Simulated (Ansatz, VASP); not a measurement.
**Two plane-wave programs on Al3GaN4**

```
Al Ga N
1.0
     5.04341    0.00000    0.00011
     0.00000    3.13007    0.00000
    -0.00324    0.00000    5.41799
Al Ga N
3 1 4
Cartesian
  2.5223 1.5018 0.9066
  0.0019 1.5285 4.5230
  0.0044 -0.1250 1.7971
  2.5166 0.1136 3.6095
  0.5585 -0.0340 3.6102
  0.6170 1.4463 0.9057
  3.1500 1.6453 4.5522
  3.1419 -0.0602 1.7679
```

Change from the starting cell: mode 4 (171.0 1/cm) frozen in, largest displacement +0.125 Å.

Alike in both runs: task single point; functional PBEsol; k mesh 6 × 8 × 4; occupations gaussian, width 0.05 eV; no spin polarisation.

```csv
,VASP,Ansatz
version,VASP 6.6.1,Ansatz 0.2.0
potentials or method,"VASP PAW PBE potentials, release 64 (Al, Ga_d, N), cutoff 520 eV","scalar-relativistic, plane waves, PAW"
valence electrons in the cell,42,42
```

|  | VASP | Ansatz | Ansatz less VASP |
| --- | --- | --- | --- |
| gap on the k mesh at the Fermi level (eV) | 3.43 | 3.42 | -0.016 |
| least direct gap on the mesh (eV) | 3.43 | 3.42 | -0.016 |
| pressure (GPa) | -0.3 | -0.2 | +0.08 |
| traceless stress, the component that is largest in VASP (GPa) | 0.39 | 0.40 | +0.009 |
| rms of the force components (eV/Å) | 0.204 | 0.204 | 0.0000 |

VASP's potentials were made for PBE, not for PBEsol. Atom by atom the forces differ by 0.004 eV/Å (rms over components). With one functional, cell and mesh, what is left measures potentials, basis and numerics.
